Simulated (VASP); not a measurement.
# Mn (P6_3/mmc) in VASP: notebook, part 2 of 2

VASP 6.6.1. The steps go on from the part before.

## Step 3: Single point, PBEsol, collinear spin, ferromagnetic start

The input, INCAR:

```
SYSTEM = Mn
PREC     = Accurate       ! precision mode
ENCUT    = 520            ! plane-wave cutoff, eV
EDIFF    = 1E-7           ! SCF threshold, eV
ISMEAR   = -1             ! smearing method
SIGMA    = 0.05           ! smearing width, eV
LREAL    = .False.        ! projectors in reciprocal space
LASPH    = .True.         ! aspherical terms in the spheres
NELM     = 150            ! most SCF steps
ALGO     = Normal         ! electronic algorithm
ISIF     = 2              ! what is computed and relaxed
LWAVE    = .False.        ! write WAVECAR
LCHARG   = .False.        ! write CHGCAR
ISPIN    = 2              ! spin polarisation
MAGMOM   = 3 3 3 3        ! initial moments
LORBIT   = 11             ! projections on sites
LMAXMIX  = 4              ! l up to which the mixer works
GGA      = PS             ! functional
NBANDS   = 38             ! bands
```

The input, KPOINTS:

```
regular mesh
0
Gamma
  19 19 6
  0 0 0
```

The input, POSCAR:

```
Mn
1.0
    2.4538495942      0.0000000000      0.0000000000
   -1.2269247971      2.1250960857      0.0000000000
    0.0000000000      0.0000000000      7.9167930197
Mn
4
Direct
    1.0000000000      0.0000000000      0.0000000000
    1.0000000000      1.0000000000      0.5000000000
    0.3333333333      0.6666666667      0.2500000000
    0.6666666667      0.3333333333      0.7500000000
```

Potentials or basis: VASP PAW PBE potentials, release 64 (Mn_pv).

The run is started by

```
cat potpaw_PBE.64/Mn_pv/POTCAR > POTCAR
mpirun -np 1 vasp_std > vasp.out
```

OUTCAR:

```text
SYSTEM = Mn
   PREC = Accurate
   ENCUT = 520
   EDIFF = 1E-7
   ISMEAR = -1
   LREAL = .False.
   LASPH = .True.
   NELM = 150
   ISIF = 2
   ISPIN = 2
   LORBIT = 11
   GGA = PS

 ion  position               nearest neighbor table
   1  0.000  0.000  0.000-   3 2.43   4 2.43   4 2.43   3 2.43   4 2.43   3 2.43
   2  0.000  0.000  0.500-   3 2.43   4 2.43   4 2.43   3 2.43   4 2.43   3 2.43
   3  0.333  0.667  0.250-   1 2.43   2 2.43   1 2.43   2 2.43   1 2.43   2 2.43
   4  0.667  0.333  0.750-   1 2.43   2 2.43   1 2.43   2 2.43   1 2.43   2 2.43

  LATTYP: Found a hexagonal cell.
 ALAT       =     2.4538495942
 C/A-ratio  =     3.2262747637

  Lattice vectors:

 A1 = (   2.4538495942,   0.0000000000,   0.0000000000)
 A2 = (  -1.2269247971,   2.1250960857,   0.0000000000)
 A3 = (   0.0000000000,   0.0000000000,   7.9167930197)

Analysis of symmetry for initial positions (statically):
=====================================================================
 Subroutine PRICEL returns:
 Original cell was already a primitive cell.

 Routine SETGRP: Setting up the symmetry group for a
 hexagonal supercell.

 Subroutine GETGRP returns: Found 24 space group operations
 (whereof 12 operations were pure point group operations)
 out of a pool of 24 trial point group operations.

The static configuration has the point symmetry D_3d.
 The point group associated with its full space group is D_6h.

Analysis of symmetry for dynamics (positions and initial velocities):
=====================================================================
 Subroutine PRICEL returns:
 Original cell was already a primitive cell.

 Routine SETGRP: Setting up the symmetry group for a
 hexagonal supercell.

 Subroutine GETGRP returns: Found 24 space group operations
 (whereof 12 operations were pure point group operations)
 out of a pool of 24 trial point group operations.

The dynamic configuration has the point symmetry D_3d.
 The point group associated with its full space group is D_6h.

Analysis of structural, dynamic, and magnetic symmetry:
=====================================================================
 Subroutine PRICEL returns:
 Original cell was already a primitive cell.

 Routine SETGRP: Setting up the symmetry group for a
 hexagonal supercell.

 Subroutine GETGRP returns: Found 24 space group operations
 (whereof 12 operations were pure point group operations)
 out of a pool of 24 trial point group operations.

The overall configuration has the point symmetry D_3d.
 The point group associated with its full space group is D_6h.

 Subroutine INISYM returns: Found 24 space group operations
 (whereof 12 operations are pure point group operations),
 and found     1 'primitive' translations

----------------------------------------------------------------------------------------

                                     Primitive cell

  volume of cell :      41.2834

  direct lattice vectors                    reciprocal lattice vectors
     2.453849594  0.000000000  0.000000000     0.407522940  0.235283479  0.000000000
    -1.226924797  2.125096086  0.000000000     0.000000000  0.470566958  0.000000000
     0.000000000  0.000000000  7.916793020     0.000000000  0.000000000  0.126313773

  length of vectors
     2.453849594  2.453849594  7.916793020     0.470566958  0.470566958  0.126313773

  position of ions in fractional coordinates (direct lattice)
[... 83 lines left out ...]
   EDIFF  = 0.1E-06   stopping-criterion for ELM
   LREAL  =      F    real-space projection
   EDIFFG = 0.1E-05   stopping-criterion for IOM
   NSW    =      0    number of steps for IOM
   IBRION =     -1    ionic relax: 0-MD 1-quasi-New 2-CG
   NFREE  =      0    steps in history (QN), initial steepest desc. (CG)
   ISIF   =      2    stress and relaxation
   ISYM   =      2    0-nonsym 1-usesym 2-fastsym
   POTIM  = 0.5000    time-step for ionic-motion
   TEBEG  =    0.0;   TEEND  =   0.0 temperature during run
   PSTRESS=    0.0 pullay stress
   NELECT =      52.0000    total number of electrons
   NUPDOWN=      -1.0000    fix difference up-down
   EMIN   =  10.00;   EMAX   =-10.00  energy-range for DOS
   EFERMI =   0.00;   METHOD = LEGACY
   ISMEAR =    -1;   SIGMA  =   0.05  broadening in eV -4-tet -1-fermi 0-gaus
   EFERMI_NEDOS =   21; number of points for ismear=-14 and -15
   IALGO  =     38    algorithm
   IMIX   =      4    mixing-type and parameters
     AMIX     =   0.40;   BMIX     =  1.00
     AMIX_MAG =   1.60;   BMIX_MAG =  1.00
  volume/ion in A,a.u.               =      10.32        69.65
  Fermi-wavevector in a.u.,A,eV,Ry     =   1.768007  3.341049 42.529760  3.125849
  Thomas-Fermi vector in A             =   2.835280
   LORBIT       =     11    0 simple, 1 ext, 2 COOP (PROOUT), +10 PAW based schemes
   GGA     = PS    functional components
   LHFCALC =     F    Hartree Fock is set to
   AEXX    =    0.0000 exact exchange contribution
   IVDW    =     0    specifies the selected vdW correction
   LEPSILON=     F    determine dielectric tensor
   LRPA    =     F    only Hartree local field effects (RPA)
 spin polarized calculation
  energy-cutoff  :      520.00
  volume of cell :       41.28
 maximum number of plane-waves:      1136
   NGX =  9   NGY =  9   NGZ = 29

 number of electron      52.0000036 magnetization       0.0001515

 number of electron      52.0000036 magnetization      -0.0001645

 Free energy of the ion-electron system (eV)
  ---------------------------------------------------
  ext. energy  EPLUGINS =         0.00000000
  ---------------------------------------------------
  free energy    TOTEN  =       -38.84905761 eV

  energy without entropy =      -38.80890735  energy(sigma->0) =      -38.82898248

 E-fermi :  10.8424     XC(G=0): -14.4368

 val. band max:       10.8412161129   @ k =   0.1579  -0.0000   0.1667
 cond. band min:      10.8425916841   @ k =   0.3158   0.2632   0.0000
 fundamental gap:      0.0013755712
 Fermi energy:        10.8423931699

 spin component 1

 k-point     1 :       0.0000    0.0000    0.0000
  band No.  band energies     occupation
      1     -37.4360      1.00000
      2     -37.0326      1.00000
      3     -36.9532      1.00000
      4     -36.6583      1.00000
      5     -36.6583      1.00000
      6     -36.6016      1.00000
[... 973 lines left out ...]
     37      20.6133      0.00000
     38      22.5106      0.00000

 [... further k-points ...]

 spin component 2

 k-point     1 :       0.0000    0.0000    0.0000
  band No.  band energies     occupation
      1     -37.4359      1.00000
      2     -37.0317      1.00000
      3     -36.9543      1.00000
      4     -36.6584      1.00000
      5     -36.6584      1.00000
      6     -36.6025      1.00000
[... 973 lines left out ...]
     37      20.6132      0.00000
     38      22.5106      0.00000

 [... further k-points ...]

------------------------ aborting loop because EDIFF is reached ----------------------------------------

  FORCE on cell =-STRESS in cart. coord.  units (eV):
  Direction    XX          YY          ZZ          XY          YZ          ZX
  --------------------------------------------------------------------------------------
  -------------------------------------------------------------------------------------
  Total        0.0103993      0.0103993     -0.0548987      0.0000000      0.0000000      0.0000000
  in kB        0.4035869      0.4035869     -2.1305747      0.0000000      0.0000000      0.0000000
  external PRESSURE =      -0.4411337 kB  Pullay stress =       0.0000000 kB

 VOLUME and BASIS-vectors are now :
 -----------------------------------------------------------------------------
  energy-cutoff  :      520.00
  volume of cell :       41.28
      direct lattice vectors                 reciprocal lattice vectors
     2.453849594  0.000000000  0.000000000     0.407522940  0.235283479  0.000000000
    -1.226924797  2.125096086  0.000000000     0.000000000  0.470566958  0.000000000
     0.000000000  0.000000000  7.916793020     0.000000000  0.000000000  0.126313773

 POSITION                                       TOTAL-FORCE (eV/Angst)
 -----------------------------------------------------------------------------------
      0.00000      0.00000      0.00000         0.000000      0.000000      0.000000
      0.00000      0.00000      3.95840         0.000000      0.000000      0.000000
     -0.00000      1.41673      1.97920         0.000000     -0.000000     -0.000000
      1.22692      0.70837      5.93759        -0.000000      0.000000     -0.000000
 -----------------------------------------------------------------------------------
    total drift:                                0.000000     -0.000000      0.000000

  FREE ENERGIE OF THE ION-ELECTRON SYSTEM (eV)
  ---------------------------------------------------
  free  energy   TOTEN  =       -38.8490576067 eV

  energy  without entropy=      -38.8089073472  energy(sigma->0) =      -38.82898248

 total charge

# of ion       s       p       d       tot
------------------------------------------
    1        0.446   6.432   5.203  12.081
    2        0.446   6.432   5.203  12.081
    3        0.447   6.432   5.191  12.070
    4        0.447   6.432   5.191  12.070
--------------------------------------------------
tot          1.786  25.728  20.788  48.302

 magnetization (x)

# of ion       s       p       d       tot
------------------------------------------
    1       -0.000  -0.000  -0.001  -0.001
    2       -0.000  -0.000  -0.001  -0.001
    3        0.000   0.000   0.001   0.001
    4        0.000   0.000   0.001   0.001
--------------------------------------------------
tot         -0.000   0.000  -0.000  -0.000
```

It took 11 min on 1 thread of Intel Xeon Platinum 8259CL at 2.50GHz (Skylake/Cascade Lake), shared host; peak memory 0.41 GiB.

What came out:

* Free energy: -38.8491 eV
* Pressure: 0.0 GPa
* Band gap on the k mesh: zero (filled and empty bands overlap)
* Net moment: 0.00 μB per cell
* Valence electrons inside the program's atomic spheres: Mn 12.08, 12.07 (each value once)

Levels at points of the mesh, in eV from the Fermi level:
Spin up:
```csv
k point,band 24,band 25,band 26,band 27,band 28,band 29
"(0.00, 0.00, 0.00)",-0.81,-0.81,-0.73,-0.73,0.25,0.25
"(0.00, 0.00, 0.50)",-0.95,-0.95,-0.95,-0.69,-0.69,0.53
```
Spin down:
| k point | band 24 | band 25 | band 26 | band 27 | band 28 | band 29 |
| --- | --- | --- | --- | --- | --- | --- |
| (0.00, 0.00, 0.00) | -0.81 | -0.81 | -0.74 | -0.74 | 0.25 | 0.25 |
| (0.00, 0.00, 0.50) | -0.95 | -0.95 | -0.95 | -0.69 | -0.69 | 0.53 |

Caveat: the moments typed at the start vanished in this run; the PAW data sets were made with another functional, which shifts forces and pressure a little.
